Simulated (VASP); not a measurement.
# Pb (Fm-3m) in VASP: a series of runs

Aim: see how the results for Pb move with the level of theory and the settings. Levels: r2SCAN+rVV10, HSE06. Tasks: single point.

Everything below comes from runs of VASP 6.6.1. Logs are shortened: lines on timing, memory, paths and dates and some standing lists are left out, and cuts for length are marked.

## 1. The cell of the first run

It takes space group Fm-3m (No. 225, cubic). Conventional cell: a = 5.015 Å, b = 5.015 Å, c = 5.015 Å, α = 90.00°, β = 90.00°, γ = 90.00°. Pb (site symmetry m-3m) has 12 Pb at 3.55 Å within 4.7 Å.

## 2. Single point, r2SCAN+rVV10

POSCAR

```
Pb
1.0
    0.0000000000      2.5075897876      2.5075897876
    2.5075897876      0.0000000000      2.5075897876
    2.5075897876      2.5075897876      0.0000000000
Pb
1
Direct
    0.0000000000      0.0000000000      0.0000000000
```

INCAR.step1

```
ALGO = Normal
EDIFF = 1E-4
ENCUT = 520
GGA = PE
ISMEAR = -1
LASPH = T
LCHARG = F
LREAL = F
LWAVE = T
NBANDS = 13
NELM = 80
PREC = Accurate
SIGMA = 0.05
```

INCAR.step2

```
ALGO = Normal
BPARAM = 11.95
CPARAM = 0.0093
EDIFF = 1E-7
ENCUT = 520
ISIF = 2
ISMEAR = -1
ISTART = 1
IVDW_NL = 2
LASPH = T
LCHARG = F
LMIXTAU = T
LREAL = F
LUSE_VDW = T
LWAVE = F
METAGGA = R2SCAN
NBANDS = 13
NELM = 80
PREC = Accurate
SIGMA = 0.05
```

KPOINTS

```
k-points
0
Gamma
  9 9 9
```

Potentials or basis: VASP PAW PBE potentials, release 64 (Pb_d).

The run is started by

```bash
> cat potpaw_PBE.64/Pb_d/POTCAR > POTCAR
> cp INCAR.step1 INCAR
> mpirun -np 1 vasp_std > vasp.out
> cp INCAR.step2 INCAR
> mpirun -np 1 vasp_std > vasp.out
```

OUTCAR:

```text
BPARAM = 11.95
   EDIFF = 1E-7
   ENCUT = 520
   ISIF = 2
   ISMEAR = -1
   ISTART = 1
   IVDW_NL = 2
   LASPH = T
   LREAL = F
   METAGGA = R2SCAN
   NELM = 80
   PREC = Accurate

 ion  position               nearest neighbor table
   1  0.000  0.000  0.000-

  LATTYP: Found a face centered cubic cell.
 ALAT       =     5.0151795752

  Lattice vectors:

 A1 = (   0.0000000000,   2.5075897876,   2.5075897876)
 A2 = (   2.5075897876,   0.0000000000,   2.5075897876)
 A3 = (   2.5075897876,   2.5075897876,   0.0000000000)

Analysis of symmetry for initial positions (statically):
[... 5 lines left out ...]
 face centered cubic supercell.

 Subroutine GETGRP returns: Found 48 space group operations
 (whereof 48 operations were pure point group operations)
 out of a pool of 48 trial point group operations.

The static configuration has the point symmetry O_h .

Analysis of symmetry for dynamics (positions and initial velocities):
[... 5 lines left out ...]
 face centered cubic supercell.

 Subroutine GETGRP returns: Found 48 space group operations
 (whereof 48 operations were pure point group operations)
 out of a pool of 48 trial point group operations.

The dynamic configuration has the point symmetry O_h .

 Subroutine INISYM returns: Found 48 space group operations
 (whereof 48 operations are pure point group operations),
 and found     1 'primitive' translations

----------------------------------------------------------------------------------------

                                     Primitive cell

  volume of cell :      31.5355

  direct lattice vectors                    reciprocal lattice vectors
     0.000000000  2.507589788  2.507589788    -0.199394655  0.199394655  0.199394655
     2.507589788  0.000000000  2.507589788     0.199394655 -0.199394655  0.199394655
     2.507589788  2.507589788  0.000000000     0.199394655  0.199394655 -0.199394655

  length of vectors
     3.546267486  3.546267486  3.546267486     0.345361673  0.345361673  0.345361673

  position of ions in fractional coordinates (direct lattice)
     0.000000000  0.000000000  0.000000000

  ion indices of the primitive-cell ions
   primitive index   ion index
                 1           1

----------------------------------------------------------------------------------------

 KPOINTS: k-points

Automatic generation of k-mesh.
 Grid dimensions read from file:
 generate k-points for:    9    9    9

 Generating k-lattice:

  Cartesian coordinates                     Fractional coordinates (reciprocal lattice)
    -0.022154962  0.022154962  0.022154962     0.111111111  0.000000000  0.000000000
     0.022154962 -0.022154962  0.022154962     0.000000000  0.111111111  0.000000000
     0.022154962  0.022154962 -0.022154962     0.000000000  0.000000000  0.111111111

  Length of vectors
     0.038373519  0.038373519  0.038373519

  Shift w.r.t. Gamma in fractional coordinates (k-lattice)
     0.000000000  0.000000000  0.000000000

 Subroutine IBZKPT returns following result:
 ===========================================

 Found     35 irreducible k-points:

 Following reciprocal coordinates:
            Coordinates               Weight
  0.000000  0.000000  0.000000      1.000000
  0.111111  0.000000  0.000000      8.000000
  0.222222  0.000000  0.000000      8.000000
  0.333333  0.000000  0.000000      8.000000
  0.444444  0.000000  0.000000      8.000000
  0.111111  0.111111  0.000000      6.000000
[... 16 lines left out ...]
 -0.333333  0.333333  0.000000     12.000000
  0.444444  0.444444  0.000000      6.000000
 [... further k-points ...]
   k-points           NKPTS =     35   k-points in BZ     NKDIM =     35   number of bands    NBANDS=     13
   number of dos      NEDOS =    301   number of ions     NIONS =      1
   total plane-waves  NPLWV =  21952
   dimension x,y,z NGX =    28 NGY =   28 NGZ =   28
   dimension x,y,z NGXF=    56 NGYF=   56 NGZF=   56
   ions per type =               1
   NGX,Y,Z   is equivalent  to a cutoff of  13.13, 13.13, 13.13 a.u.
   NGXF,Y,Z  is equivalent  to a cutoff of  26.25, 26.25, 26.25 a.u.
 SYSTEM =  unknown system
   PREC   = accura    normal or accurate (medium, high low for compatibility)
   ISTART =      1    job   : 0-new  1-cont  2-samecut
   ICHARG =      0    charge: 1-file 2-atom 10-const
   ISPIN  =      1    spin polarized calculation?
   LNONCOLLINEAR =      F non collinear calculations
   LSORBIT =      F    spin-orbit coupling
   LASPH  =      T    aspherical Exc in radial PAW
   ENCUT  =  520.0 eV  38.22 Ry    6.18 a.u.   6.59  6.59  6.59*2*pi/ulx,y,z
   NELM   =     80;   NELMIN=  2; NELMDL=  0     # of ELM steps
   EDIFF  = 0.1E-06   stopping-criterion for ELM
   LREAL  =      F    real-space projection
   EDIFFG = 0.1E-05   stopping-criterion for IOM
   NSW    =      0    number of steps for IOM
   IBRION =     -1    ionic relax: 0-MD 1-quasi-New 2-CG
   NFREE  =      0    steps in history (QN), initial steepest desc. (CG)
   ISIF   =      2    stress and relaxation
   ISYM   =      2    0-nonsym 1-usesym 2-fastsym
   POTIM  = 0.5000    time-step for ionic-motion
   TEBEG  =    0.0;   TEEND  =   0.0 temperature during run
   PSTRESS=    0.0 pullay stress
   NELECT =      14.0000    total number of electrons
   NUPDOWN=      -1.0000    fix difference up-down
   EMIN   =  10.00;   EMAX   =-10.00  energy-range for DOS
   EFERMI =   0.00;   METHOD = LEGACY
   ISMEAR =    -1;   SIGMA  =   0.05  broadening in eV -4-tet -1-fermi 0-gaus
   EFERMI_NEDOS =   21; number of points for ismear=-14 and -15
   IALGO  =     38    algorithm
   IMIX   =      4    mixing-type and parameters
     AMIX     =   0.40;   BMIX     =  1.00
     AMIX_MAG =   1.60;   BMIX_MAG =  1.00
  volume/ion in A,a.u.               =      31.54       212.81
  Fermi-wavevector in a.u.,A,eV,Ry     =   1.248871  2.360025 21.220728  1.559680
  Thomas-Fermi vector in A             =   2.382938
   LORBIT       =      0    0 simple, 1 ext, 2 COOP (PROOUT), +10 PAW based schemes
   METAGGA = R2SCAN    functional components
   LHFCALC =     F    Hartree Fock is set to
   AEXX    =    0.0000 exact exchange contribution
   IVDW_NL    =     2    kernel type
   BPARAM     =11.9500
   IVDW    =     0    specifies the selected vdW correction
   LEPSILON=     F    determine dielectric tensor
   LRPA    =     F    only Hartree local field effects (RPA)
 non-spin polarized calculation
  energy-cutoff  :      520.00
  volume of cell :       31.54
 maximum number of plane-waves:       869
   NGX = 13   NGY = 13   NGZ = 13

 number of electron      14.0000002 magnetization

 Free energy of the ion-electron system (eV)
  ---------------------------------------------------
  ext. energy  EPLUGINS =         0.00000000
  ---------------------------------------------------
  free energy    TOTEN  =       -55.92929349 eV

  energy without entropy =      -55.92591711  energy(sigma->0) =      -55.92760530

 E-fermi :   6.6140     XC(G=0): -10.7522

 val. band max:        6.3903323245   @ k =  -0.3333   0.3333   0.1111
 cond. band min:       6.6282277558   @ k =  -0.2222   0.3333   0.1111
 fundamental gap:      0.2378954313
 Fermi energy:         6.6139666035

 k-point     1 :       0.0000    0.0000    0.0000
  band No.  band energies     occupation
      1     -10.9008      2.00000
      2     -10.9008      2.00000
      3     -10.9008      2.00000
      4     -10.7686      2.00000
      5     -10.7686      2.00000
      6      -5.2594      2.00000
      7      14.1856      0.00000
      8      14.1856      0.00000
      9      14.1856      0.00000
     10      17.1451      0.00000
     11      18.5245      0.00000
     12      19.5667      0.00000
     13      19.5667      0.00000

 k-point     2 :       0.1111    0.0000    0.0000
  band No.  band energies     occupation
      1     -10.9011      2.00000
      2     -10.8851      2.00000
      3     -10.8851      2.00000
      4     -10.7686      2.00000
      5     -10.7686      2.00000
      6      -5.0194      2.00000
      7      11.8541      0.00000
      8      13.9011      0.00000
      9      13.9011      0.00000
     10      16.6411      0.00000
     11      19.5368      0.00000
     12      20.0687      0.00000
     13      20.0687      0.00000

 k-point     3 :       0.2222    0.0000    0.0000
  band No.  band energies     occupation
      1     -10.9053      2.00000
      2     -10.8667      2.00000
      3     -10.8666      2.00000
      4     -10.7463      2.00000
      5     -10.7463      2.00000
      6      -4.3033      2.00000
      7       8.3635      0.00000
      8      13.2983      0.00000
      9      13.2983      0.00000
     10      16.2244      0.00000
     11      19.2204      0.00000
     12      19.7862      0.00000
     13      19.7862      0.00000

 k-point     4 :       0.3333    0.0000    0.0000
  band No.  band energies     occupation
      1     -10.9151      2.00000
      2     -10.8758      2.00000
      3     -10.8758      2.00000
      4     -10.6897      2.00000
      5     -10.6897      2.00000
      6      -3.1625      2.00000
      7       5.2223      2.00000
      8      12.7267      0.00000
      9      12.7267      0.00000
     10      16.1112      0.00000
     11      17.8571      0.00000
     12      18.8537      0.00000
     13      18.8537      0.00000

 k-point     5 :       0.4444    0.0000    0.0000
  band No.  band energies     occupation
      1     -10.9240      2.00000
      2     -10.8884      2.00000
      3     -10.8884      2.00000
      4     -10.6453      2.00000
      5     -10.6453      2.00000
      6      -1.9228      2.00000
      7       2.9575      2.00000
      8      12.3915      0.00000
      9      12.3915      0.00000
     10      16.3131      0.00000
     11      16.9156      0.00000
     12      18.3720      0.00000
     13      18.3720      0.00000

 k-point     6 :       0.1111    0.1111    0.0000
  band No.  band energies     occupation
      1     -10.9191      2.00000
      2     -10.8681      2.00000
      3     -10.8681      2.00000
      4     -10.7876      2.00000
      5     -10.7550      2.00000
      6      -4.9395      2.00000
      7      12.5137      0.00000
      8      13.0271      0.00000
      9      13.0271      0.00000
     10      16.1440      0.00000
     11      18.8196      0.00000
     12      20.8524      0.00000
     13      21.1246      0.00000

 k-point     7 :       0.2222    0.1111    0.0000
  band No.  band energies     occupation
      1     -10.9273      2.00000
      2     -10.8453      2.00000
      3     -10.8394      2.00000
      4     -10.7925      2.00000
      5     -10.7315      2.00000
      6      -4.3819      2.00000
      7       9.5413      0.00000
      8      12.2015      0.00000
      9      12.6882      0.00000
     10      16.2386      0.00000
     11      17.5553      0.00000
     12      20.3287      0.00000
     13      21.7128      0.00000
[... 193 lines left out ...]
 k-point    20 :       0.3333    0.3333    0.0000
  band No.  band energies     occupation
      1     -11.0173      2.00000
      2     -10.9108      2.00000
      3     -10.6831      2.00000
      4     -10.6831      2.00000
      5     -10.6801      2.00000
      6      -2.4517      2.00000
      7       6.6675      0.51029
      8       9.7223      0.00000
      9       9.7223      0.00000
     10      13.5186      0.00000
     11      14.1081      0.00000
     12      25.4375      0.00000
     13      25.4375      0.00000

 k-point    21 :       0.4444    0.3333    0.0000
  band No.  band energies     occupation
      1     -11.0168      2.00000
      2     -10.9260      2.00000
      3     -10.6934      2.00000
      4     -10.6606      2.00000
      5     -10.6307      2.00000
      6      -1.4364      2.00000
      7       5.1392      2.00000
      8       8.2331      0.00000
      9       9.4167      0.00000
     10      13.3775      0.00000
     11      15.0984      0.00000
     12      24.3771      0.00000
     13      24.6213      0.00000

 k-point    22 :      -0.4444    0.3333    0.0000
  band No.  band energies     occupation
      1     -10.9865      2.00000
      2     -10.8878      2.00000
      3     -10.7105      2.00000
      4     -10.6893      2.00000
      5     -10.6329      2.00000
      6      -0.5514      2.00000
      7       4.3019      2.00000
      8       6.3536      1.98911
      9       9.6679      0.00000
     10      13.5401      0.00000
     11      17.7632      0.00000
     12      23.4662      0.00000
     13      23.5731      0.00000

 k-point    23 :      -0.3333    0.3333    0.0000
  band No.  band energies     occupation
      1     -10.9516      2.00000
      2     -10.8005      2.00000
      3     -10.7566      2.00000
      4     -10.7368      2.00000
      5     -10.6749      2.00000
      6      -0.6988      2.00000
      7       4.9783      2.00000
      8       5.2012      2.00000
      9      10.4457      0.00000
     10      14.0538      0.00000
     11      20.9933      0.00000
     12      22.7018      0.00000
     13      22.7654      0.00000

 k-point    24 :       0.4444    0.4444    0.0000
  band No.  band energies     occupation
      1     -11.0512      2.00000
      2     -10.9598      2.00000
      3     -10.6540      2.00000
      4     -10.6153      2.00000
      5     -10.6153      2.00000
      6      -0.6751      2.00000
      7       3.9972      2.00000
      8       8.9418      0.00000
      9       8.9418      0.00000
     10      12.6375      0.00000
     11      13.7038      0.00000
     12      25.8269      0.00000
     13      27.3824      0.00000

 [... further k-points ...]
[... 5 lines left out ...]
  --------------------------------------------------------------------------------------
  -------------------------------------------------------------------------------------
  Total       -0.3080231     -0.3080231     -0.3080231      0.0000000     -0.0000000      0.0000000
  in kB      -15.6492831    -15.6492831    -15.6492831      0.0000000     -0.0000000      0.0000000
  external PRESSURE =     -15.6492831 kB  Pullay stress =       0.0000000 kB

 VOLUME and BASIS-vectors are now :
 -----------------------------------------------------------------------------
  energy-cutoff  :      520.00
  volume of cell :       31.54
      direct lattice vectors                 reciprocal lattice vectors
     0.000000000  2.507589788  2.507589788    -0.199394655  0.199394655  0.199394655
     2.507589788  0.000000000  2.507589788     0.199394655 -0.199394655  0.199394655
     2.507589788  2.507589788  0.000000000     0.199394655  0.199394655 -0.199394655

 POSITION                                       TOTAL-FORCE (eV/Angst)
 -----------------------------------------------------------------------------------
      0.00000      0.00000      0.00000         0.000000      0.000000      0.000000
 -----------------------------------------------------------------------------------
    total drift:                               -0.000000     -0.000000     -0.000000

  FREE ENERGIE OF THE ION-ELECTRON SYSTEM (eV)
  ---------------------------------------------------
  free  energy   TOTEN  =       -55.9292934888 eV

  energy  without entropy=      -55.9259171142  energy(sigma->0) =      -55.92760530
```

It took 44 s on 1 thread of Intel Xeon 6975P-C (Granite Rapids), shared host; peak memory 0.26 GiB.

Results:

```yaml
Free_energy: -55.9293 eV
Pressure: -1.6 GPa
Band_gap_on_the_k_mesh: zero (band 7 reaches 14.19 eV, above the bottom of band 8 at 5.20 eV)
```

Levels at points of the mesh, in eV from the Fermi level:
```
           k point  band 4  band 5  band 6  band 7  band 8  band 9  band 10  band 11
(0.00, 0.00, 0.00)  -17.38  -17.38  -11.87    7.57    7.57    7.57    10.53    11.91
```

Caveat: the PAW data sets were made with another functional, which shifts forces and pressure a little; spin-orbit coupling is left out, which moves the levels of the heavy elements.

## 3. Single point, r2SCAN+rVV10

This run uses another cell than the first one, of 32.14 Å³/atom, 1.019 times its volume.

POSCAR

```
Pb
1.0
    0.0000000000      2.5235621278      2.5235621278
    2.5235621278      0.0000000000      2.5235621278
    2.5235621278      2.5235621278      0.0000000000
Pb
1
Direct
    0.0000000000      0.0000000000      0.0000000000
```

INCAR.step1

```
  PREC = Accurate
  ENCUT = 520
  ISMEAR = -1
  SIGMA = 0.05
  LREAL = False
  LASPH = True
  NELM = 80
  NBANDS = 13
  GGA = PE
  ALGO = Normal
  EDIFF = 1E-4
  LWAVE = True
  LCHARG = False
```

INCAR.step2

```
  PREC = Accurate
  ENCUT = 520
  EDIFF = 1E-6
  ISMEAR = -1
  SIGMA = 0.05
  LREAL = False
  LASPH = True
  NELM = 80
  ALGO = Normal
  ISIF = 2
  LWAVE = False
  LCHARG = True
  METAGGA = R2SCAN
  LMIXTAU = True
  LUSE_VDW = True
  IVDW_NL = 2
  BPARAM = 11.95
  CPARAM = 0.0093
  LELF = True
  LVHAR = True
  NBANDS = 13
  ISTART = 1
```

KPOINTS

```
Automatic mesh
0
Gamma
  9 9 9
```

Potentials or basis: VASP PAW PBE potentials, release 64 (Pb_d).

The run is started by

```bash
> cat potpaw_PBE.64/Pb_d/POTCAR > POTCAR
> cp INCAR.step1 INCAR
> mpirun -np 1 vasp_std > vasp.out
> cp INCAR.step2 INCAR
> mpirun -np 1 vasp_std > vasp.out
```

It took 49 s on 1 thread of Intel Xeon 6975P-C (Granite Rapids), shared host; peak memory 0.26 GiB.

Results (log left out):

- Free energy: -55.9223 eV
- Pressure: -2.3 GPa
- Band gap on the k mesh: zero (band 7 reaches 13.83 eV, above the bottom of band 8 at 5.04 eV)

Levels at points of the mesh, in eV from the Fermi level:
| k point | band 3 | band 4 | band 5 | band 6 | band 7 | band 8 | band 9 | band 10 | band 11 | band 12 |
| --- | --- | --- | --- | --- | --- | --- | --- | --- | --- | --- |
| (0.00, 0.00, 0.00) | -17.51 | -17.38 | -17.38 | -11.75 | 7.41 | 7.41 | 7.41 | 10.51 | 11.65 | 12.81 |

Caveat: the PAW data sets were made with another functional, which shifts forces and pressure a little; spin-orbit coupling is left out, which moves the levels of the heavy elements.

[end of part 1 of 2]
